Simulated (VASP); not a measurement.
Input of a VASP 6.6.1 run:

File INCAR:

```
SYSTEM = Sb2Rh3Au3
PREC     = Accurate       ! precision mode
ENCUT    = 520            ! plane-wave cutoff, eV
EDIFF    = 1E-6           ! SCF threshold, eV
ISMEAR   = 0              ! smearing method
SIGMA    = 0.0214         ! smearing width, eV
LREAL    = .FALSE.        ! projectors in reciprocal space
LASPH    = .TRUE.         ! aspherical terms in the spheres
NELM     = 100            ! most SCF steps
ALGO     = Normal         ! electronic algorithm
ISIF     = 2              ! what is computed and relaxed
LWAVE    = .FALSE.        ! write WAVECAR
LCHARG   = .FALSE.        ! write CHGCAR
GGA      = PS             ! functional
NBANDS   = 54             ! bands
```

Contents of KPOINTS:

```
regular mesh
0
G
  4 4 4
  0 0 0
```

File POSCAR:

```
Sb2Rh3Au3
1.0
    2.5980260764      4.4999131638      0.0000010931
   -2.5980260764      4.4999131638      0.0000010931
   -2.5980260764      1.4999695407      6.2322691586
Rh Au Sb
3 3 2
Direct
    0.5000000000      0.0000000000      0.5000000000
    0.0736157037      0.8527685927      0.2208471110
    0.9263842963      0.1472314073      0.7791528890
    0.5000000000      0.5000000000      0.0000000000
    0.0000000000      0.5000000000      0.0000000000
    0.5000000000      0.0000000000      0.0000000000
    0.2064179963      0.5871640075      0.6192539888
    0.7935820037      0.4128359925      0.3807460112
```

Potentials or basis: VASP PAW PBE potentials, release 64 (Rh_pv, Au, Sb).

Command:

```sh
$ cat potpaw_PBE.64/Rh_pv/POTCAR potpaw_PBE.64/Au/POTCAR potpaw_PBE.64/Sb/POTCAR > POTCAR
$ mpirun -np 1 vasp_std > vasp.out
```

(1) What does it give for the pressure?

(2) Estimate the band gap on the k mesh.

Results:

(1) -0.2 GPa.

(2) zero (bands 44 and 45 overlap by 0.86 eV).

Caveat: the PAW data sets were made with another functional, which shifts forces and pressure a little; spin-orbit coupling is left out, which moves the levels of the heavy elements.
